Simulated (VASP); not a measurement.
GaN: phonons with r2SCAN

GaN:

```
CELL_PARAMETERS angstrom
3.17250 0.00000 0.00000
-1.58625 2.74746 0.00000
0.00000 0.00000 5.16632
ATOMIC_POSITIONS crystal
Ga 0.33333 0.66667 0.99912
Ga 0.66667 0.33333 0.49912
N 0.33333 0.66667 0.37588
N 0.66667 0.33333 0.87588
```

| Item | Value |
| --- | --- |
| Program | VASP 6.6.1 |
| Task | phonons |
| Functional | r2SCAN |
| Potentials or basis | VASP PAW PBE potentials, release 64 (Ga_d, N) |
| Cutoff | 520 eV |
| k mesh | 8 × 8 × 4 |
| Occupations | gaussian, width 0.01 eV |
| Spin | no spin polarisation |
| Dipole correction | no |
| Further INCAR settings | ALGO = Normal; EDIFF = 1e-08; NBANDS = 26; IBRION = 6; POTIM = 0.015; NSW = 1 |

```yaml
Highest_phonon_frequency_at_Γ_LO-TO_splitting_left_out: 709 cm⁻¹
```

Phonon frequencies in cm⁻¹ (negative: imaginary):
| q point | frequencies |
| --- | --- |
| (0.000, 0.000, 0.000) | -5 -1 -1 139 139 334 543 567 567 578 578 709 |

It took 26 min on 1 thread of AMD EPYC 9R45 96-Core Processor (Zen 5), with other jobs on the host, peak memory 0.31 GiB.

Caveat: the cell stands under pressure or tension, which shifts response properties.
